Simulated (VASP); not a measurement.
# C (P2_1/m) in VASP: notebook

Runs on C. Level: PBEsol. Tasks: single point.

Program: VASP 6.6.1. These are calculated values, not measurements. Logs are shortened: lines on timing, memory, paths and dates and some standing lists are left out, and cuts for length are marked.

### 1 The cell of the first run

The structure is monoclinic, space group P2_1/m (No. 11). Conventional cell: a = 2.459 Å, b = 7.246 Å, c = 2.459 Å, α = 90.00°, β = 120.00°, γ = 90.00°. C (site symmetry m) has 3 C at 1.42 Å within 1.9 Å. C (site symmetry m) has 3 C at 1.42 Å within 1.9 Å.

### 2 Single point, PBEsol

INCAR

```
SYSTEM = C
PREC = Accurate ; ENCUT = 520
EDIFF = 1E-7 ; ISMEAR = 0
SIGMA = 0.15 ; LREAL = .FALSE.
LASPH = .TRUE. ; NELM = 60
ALGO = Normal ; ISIF = 2
LWAVE = .FALSE. ; LCHARG = .TRUE.
GGA = PS ; LELF = .TRUE.
LVHAR = .TRUE. ; NBANDS = 16
```

KPOINTS

```
regular mesh
0
G
  18 18 6
  0 0 0
```

POSCAR

```
C
1.0
    2.4587330167      0.0000000000      0.0000000000
   -1.2293665084      2.1293252536      0.0000000000
    0.0000000000      0.0000000000      7.2458067263
C
4
Direct
   -0.0577479467      0.0000000000      0.0025000000
    0.0577479467      0.0000000000      0.5025000000
    0.2755800112      0.6666666667      0.0025000000
    0.7244199888      0.3333333333      0.5025000000
```

Potentials or basis: VASP PAW PBE potentials, release 64 (C).

Command:

```
> cat potpaw_PBE.64/C/POTCAR > POTCAR
> mpirun -np 1 vasp_std > vasp.out
```

OUTCAR:

```text
SYSTEM = C
   PREC = Accurate
   ENCUT = 520
   EDIFF = 1E-7
   ISMEAR = 0
   LREAL = .FALSE.
   LASPH = .TRUE.
   NELM = 60
   ISIF = 2
   GGA = PS

 ion  position               nearest neighbor table
   1  0.942  0.000  0.002-   3 1.42   3 1.42   3 1.42
   2  0.058  0.000  0.502-   4 1.42   4 1.42   4 1.42
   3  0.276  0.667  0.002-   1 1.42   1 1.42   1 1.42
   4  0.724  0.333  0.502-   2 1.42   2 1.42   2 1.42

  LATTYP: Found a hexagonal cell.
 ALAT       =     2.4587330167
 C/A-ratio  =     2.9469676769

  Lattice vectors:

 A1 = (   2.4587330167,   0.0000000000,   0.0000000000)
 A2 = (  -1.2293665084,   2.1293252536,   0.0000000000)
 A3 = (   0.0000000000,   0.0000000000,   7.2458067263)

Analysis of symmetry for initial positions (statically):
=====================================================================
 Subroutine PRICEL returns:
 Original cell was already a primitive cell.

 Routine SETGRP: Setting up the symmetry group for a
 hexagonal supercell.

 Subroutine GETGRP returns: Found  4 space group operations
 (whereof  1 operations were pure point group operations)
 out of a pool of 24 trial point group operations.

The static configuration has the point symmetry C_1 .
 The point group associated with its full space group is C_2h.

Analysis of symmetry for dynamics (positions and initial velocities):
=====================================================================
 Subroutine PRICEL returns:
 Original cell was already a primitive cell.

 Routine SETGRP: Setting up the symmetry group for a
 hexagonal supercell.

 Subroutine GETGRP returns: Found  4 space group operations
 (whereof  1 operations were pure point group operations)
 out of a pool of 24 trial point group operations.

The dynamic configuration has the point symmetry C_1 .
 The point group associated with its full space group is C_2h.

 Subroutine INISYM returns: Found  4 space group operations
 (whereof  1 operations are pure point group operations),
 and found     1 'primitive' translations

----------------------------------------------------------------------------------------

                                     Primitive cell

  volume of cell :      37.9350

  direct lattice vectors                    reciprocal lattice vectors
     2.458733017  0.000000000  0.000000000     0.406713536  0.234816170  0.000000000
    -1.229366508  2.129325254  0.000000000     0.000000000  0.469632339  0.000000000
     0.000000000  0.000000000  7.245806726     0.000000000  0.000000000  0.138010858

  length of vectors
     2.458733017  2.458733017  7.245806726     0.469632339  0.469632339  0.138010858

  position of ions in fractional coordinates (direct lattice)
     0.942252053  0.000000000  0.002500000
     0.057747947  0.000000000  0.502500000
     0.275580011  0.666666667  0.002500000
     0.724419989  0.333333333  0.502500000

  ion indices of the primitive-cell ions
   primitive index   ion index
                 1           1
                 2           2
                 3           3
                 4           4

----------------------------------------------------------------------------------------

 KPOINTS: regular mesh

Automatic generation of k-mesh.
 Grid dimensions read from file:
 generate k-points for:   18   18    6

 Generating k-lattice:

  Cartesian coordinates                     Fractional coordinates (reciprocal lattice)
     0.022595196  0.013045343  0.000000000     0.055555556  0.000000000  0.000000000
     0.000000000  0.026090686  0.000000000     0.000000000  0.055555556  0.000000000
     0.000000000  0.000000000  0.023001810     0.000000000  0.000000000  0.166666667

  Length of vectors
     0.026090686  0.026090686  0.023001810

  Shift w.r.t. Gamma in fractional coordinates (k-lattice)
     0.000000000  0.000000000  0.000000000

 Subroutine IBZKPT returns following result:
 ===========================================

 Found    656 irreducible k-points:

 Following reciprocal coordinates:
            Coordinates               Weight
  0.000000  0.000000  0.000000      1.000000
  0.055556  0.000000  0.000000      2.000000
  0.000000  0.055556  0.000000      2.000000
 -0.055556  0.055556  0.000000      2.000000
  0.111111  0.000000  0.000000      2.000000
  0.000000  0.111111  0.000000      2.000000
[... 16 lines left out ...]
  0.444444  0.000000  0.000000      2.000000
  0.000000  0.444444  0.000000      2.000000
 [... further k-points ...]
   k-points           NKPTS =    656   k-points in BZ     NKDIM =    656   number of bands    NBANDS=     16
   number of dos      NEDOS =    301   number of ions     NIONS =      4
   total plane-waves  NPLWV =  17496
   dimension x,y,z NGX =    18 NGY =   18 NGZ =   54
   dimension x,y,z NGXF=    36 NGYF=   36 NGZF=  108
   ions per type =               4
   NGX,Y,Z   is equivalent  to a cutoff of  12.17, 12.17, 12.39 a.u.
   NGXF,Y,Z  is equivalent  to a cutoff of  24.34, 24.34, 24.78 a.u.
 SYSTEM =  C
   PREC   = accura    normal or accurate (medium, high low for compatibility)
   ISTART =      0    job   : 0-new  1-cont  2-samecut
   ICHARG =      2    charge: 1-file 2-atom 10-const
   ISPIN  =      1    spin polarized calculation?
   LNONCOLLINEAR =      F non collinear calculations
   LSORBIT =      F    spin-orbit coupling
   LASPH  =      T    aspherical Exc in radial PAW
   ENCUT  =  520.0 eV  38.22 Ry    6.18 a.u.   4.57  4.57 13.47*2*pi/ulx,y,z
   NELM   =     60;   NELMIN=  2; NELMDL= -5     # of ELM steps
   EDIFF  = 0.1E-06   stopping-criterion for ELM
   LREAL  =      F    real-space projection
   EDIFFG = 0.1E-05   stopping-criterion for IOM
   NSW    =      0    number of steps for IOM
   IBRION =     -1    ionic relax: 0-MD 1-quasi-New 2-CG
   NFREE  =      0    steps in history (QN), initial steepest desc. (CG)
   ISIF   =      2    stress and relaxation
   ISYM   =      2    0-nonsym 1-usesym 2-fastsym
   POTIM  = 0.5000    time-step for ionic-motion
   TEBEG  =    0.0;   TEEND  =   0.0 temperature during run
   PSTRESS=    0.0 pullay stress
   NELECT =      16.0000    total number of electrons
   NUPDOWN=      -1.0000    fix difference up-down
   EMIN   =  10.00;   EMAX   =-10.00  energy-range for DOS
   EFERMI =   0.00;   METHOD = LEGACY
   ISMEAR =     0;   SIGMA  =   0.15  broadening in eV -4-tet -1-fermi 0-gaus
   EFERMI_NEDOS =   21; number of points for ismear=-14 and -15
   IALGO  =     38    algorithm
   IMIX   =      4    mixing-type and parameters
     AMIX     =   0.40;   BMIX     =  1.00
     AMIX_MAG =   1.60;   BMIX_MAG =  1.00
  volume/ion in A,a.u.               =       9.48        64.00
  Fermi-wavevector in a.u.,A,eV,Ry     =   1.227726  2.320066 20.508213  1.507311
  Thomas-Fermi vector in A             =   2.362678
   LORBIT       =      0    0 simple, 1 ext, 2 COOP (PROOUT), +10 PAW based schemes
   GGA     = PS    functional components
   LHFCALC =     F    Hartree Fock is set to
   AEXX    =    0.0000 exact exchange contribution
   IVDW    =     0    specifies the selected vdW correction
   LEPSILON=     F    determine dielectric tensor
   LRPA    =     F    only Hartree local field effects (RPA)
 non-spin polarized calculation
 Gauss-broadening in eV      SIGMA  =   0.15
  energy-cutoff  :      520.00
  volume of cell :       37.94
 maximum number of plane-waves:      1046
   NGX =  9   NGY =  9   NGZ = 27

 number of electron      15.9999996 magnetization

 Free energy of the ion-electron system (eV)
  ---------------------------------------------------
  ext. energy  EPLUGINS =         0.00000000
  ---------------------------------------------------
  free energy    TOTEN  =       -38.57876772 eV

  energy without entropy =      -38.57770010  energy(sigma->0) =      -38.57823391

 E-fermi :   3.9980     XC(G=0): -10.0179

 val. band max:        3.9956897857   @ k =   0.3333   0.3333   0.5000
 cond. band min:       4.0038114956   @ k =   0.3333   0.3333   0.5000
 fundamental gap:      0.0081217099
 Fermi energy:         3.9980383903

 k-point     1 :       0.0000    0.0000    0.0000
  band No.  band energies     occupation
      1     -15.6211      2.00000
      2     -15.4556      2.00000
      3      -4.3367      2.00000
      4      -2.9996      2.00000
      5       1.0078      2.00000
      6       1.0133      2.00000
[... 8 lines left out ...]
     15      15.5237      0.00000
     16      15.6175      0.00000

 k-point     2 :       0.0556    0.0000    0.0000
  band No.  band energies     occupation
      1     -15.5474      2.00000
      2     -15.3826      2.00000
      3      -4.2469      2.00000
      4      -2.9139      2.00000
      5       0.7111      2.00000
      6       0.7197      2.00000
[... 8 lines left out ...]
     15      15.2654      0.00000
     16      15.3601      0.00000

 k-point     3 :       0.0000    0.0556    0.0000
  band No.  band energies     occupation
      1     -15.5473      2.00000
      2     -15.3826      2.00000
      3      -4.2469      2.00000
      4      -2.9139      2.00000
      5       0.7096      2.00000
      6       0.7210      2.00000
[... 8 lines left out ...]
     15      15.2595      0.00000
     16      15.3660      0.00000

 k-point     4 :      -0.0556    0.0556    0.0000
  band No.  band energies     occupation
      1     -15.5473      2.00000
      2     -15.3826      2.00000
      3      -4.2469      2.00000
      4      -2.9139      2.00000
      5       0.7084      2.00000
      6       0.7222      2.00000
[... 8 lines left out ...]
     15      15.2533      0.00000
     16      15.3724      0.00000
[... 324 lines left out ...]
 k-point    22 :      -0.3889    0.3889    0.0000
  band No.  band energies     occupation
      1     -12.0884      2.00000
      2     -11.9617      2.00000
      3      -7.0839      2.00000
      4      -7.0030      2.00000
      5      -2.1313      2.00000
      6      -2.1080      2.00000
[... 8 lines left out ...]
     15      17.8991      0.00000
     16      19.6559      0.00000

 k-point    23 :       0.4444    0.0000    0.0000
  band No.  band energies     occupation
      1     -11.0710      2.00000
      2     -10.9539      2.00000
      3      -8.4229      2.00000
      4      -8.3335      2.00000
      5      -2.3483      2.00000
      6      -2.3245      2.00000
[... 8 lines left out ...]
     15      16.8869      0.00000
     16      19.3767      0.00000

 k-point    24 :       0.0000    0.4444    0.0000
  band No.  band energies     occupation
      1     -11.0694      2.00000
      2     -10.9556      2.00000
      3      -8.4224      2.00000
      4      -8.3338      2.00000
      5      -2.3459      2.00000
      6      -2.3269      2.00000
[... 8 lines left out ...]
     15      16.9501      0.00000
     16      18.9620      0.00000

 [... further k-points ...]

------------------------ aborting loop because EDIFF is reached ----------------------------------------

  FORCE on cell =-STRESS in cart. coord.  units (eV):
  Direction    XX          YY          ZZ          XY          YZ          ZX
  --------------------------------------------------------------------------------------
  -------------------------------------------------------------------------------------
  Total        0.2443419      0.2470662      0.0014695     -0.0124240      0.0000000      0.0000000
  in kB       10.3197311     10.4347925      0.0620652     -0.5247272      0.0000000      0.0000000
  external PRESSURE =       6.9388630 kB  Pullay stress =       0.0000000 kB

 VOLUME and BASIS-vectors are now :
 -----------------------------------------------------------------------------
  energy-cutoff  :      520.00
  volume of cell :       37.94
      direct lattice vectors                 reciprocal lattice vectors
     2.458733017  0.000000000  0.000000000     0.406713536  0.234816170  0.000000000
    -1.229366508  2.129325254  0.000000000     0.000000000  0.469632339  0.000000000
     0.000000000  0.000000000  7.245806726     0.000000000  0.000000000  0.138010858

 POSITION                                       TOTAL-FORCE (eV/Angst)
 -----------------------------------------------------------------------------------
      2.31675      0.00000      0.01811         0.003554     -0.000910      0.000000
      0.14199      0.00000      3.64102        -0.003554      0.000910      0.000000
     -0.14200      1.41955      0.01811         0.003278     -0.001488      0.000000
      1.37137      0.70978      3.64102        -0.003278      0.001488      0.000000
 -----------------------------------------------------------------------------------
    total drift:                               -0.000000     -0.000000     -0.000007

  FREE ENERGIE OF THE ION-ELECTRON SYSTEM (eV)
  ---------------------------------------------------
  free  energy   TOTEN  =       -38.5787677191 eV

  energy  without entropy=      -38.5777001028  energy(sigma->0) =      -38.57823391
```

Wall time 5.3 min (1 thread of Intel Xeon Platinum 8488C (Sapphire Rapids), shared host); peak memory 0.36 GiB.

Results:

```
Free energy   : -38.5788 eV
Pressure      : 0.7 GPa
Largest force : 0.004 eV/Å
```

Forces on the atoms (eV/Å):
```
C    0.004 -0.001  0.000
C   -0.004  0.001  0.000
C    0.003 -0.001  0.000
C   -0.003  0.001  0.000
```

Stress tensor (GPa, compression positive):
```
 1.03 -0.05  0.00
-0.05  1.04  0.00
 0.00  0.00  0.01
```

Caveat: this functional lacks dispersion, which binds layers or chains, so the pressure and a relaxed spacing across them are unreliable; the PAW data sets were made with another functional, which shifts forces and pressure a little.

### 3 Single point, PBEsol (atoms displaced along a vibrational mode, the cell strained)

INCAR

```
SYSTEM = C
PREC = Accurate
ENCUT = 520
EDIFF = 1E-6
ISMEAR = 0
SIGMA = 0.15
LREAL = .FALSE.
LASPH = .TRUE.
NELM = 60
ALGO = Normal
ISIF = 2
LWAVE = .FALSE.
LCHARG = .FALSE.
GGA = PS
NBANDS = 16
```

KPOINTS is that of step 2.

POSCAR, as its differences from that of step 2:

```diff
@@ -2,4 +2,4 @@
 1.0
-    2.4587330167      0.0000000000      0.0000000000
-   -1.2293665084      2.1293252536      0.0000000000
+    2.2866217055      0.0000000000      0.0000000000
+   -1.1433108528      2.1293252536      0.0000000000
     0.0000000000      0.0000000000      7.2458067263
```

Potentials or basis: VASP PAW PBE potentials, release 64 (C).

Command:

```
> cat potpaw_PBE.64/C/POTCAR > POTCAR
> mpirun -np 1 vasp_std > vasp.out
```

Run time: 4.5 min. Hardware: 1 thread of Intel Xeon Platinum 8488C (Sapphire Rapids), shared host; peak memory 0.35 GiB.

Results (log left out):

```
Free energy   : -37.8809 eV
Pressure      : 35.1 GPa
Largest force : 1.489 eV/Å
```

Forces on the atoms (eV/Å):
```
C    0.007  1.484  0.000
C   -0.007 -1.484  0.000
C    0.000 -1.489  0.000
C    0.000  1.489  0.000
```

Stress tensor (GPa, compression positive):
```
89.38 -0.01  0.00
-0.01 15.96  0.00
 0.00  0.00 -0.04
```

Caveat: the cell differs from its parent crystal (atoms displaced along a vibrational mode, the cell strained); the stress differs along the axes, from -0 to 89 GPa; this functional lacks dispersion, which binds layers or chains, so the pressure and a relaxed spacing across them are unreliable; the PAW data sets were made with another functional, which shifts forces and pressure a little.
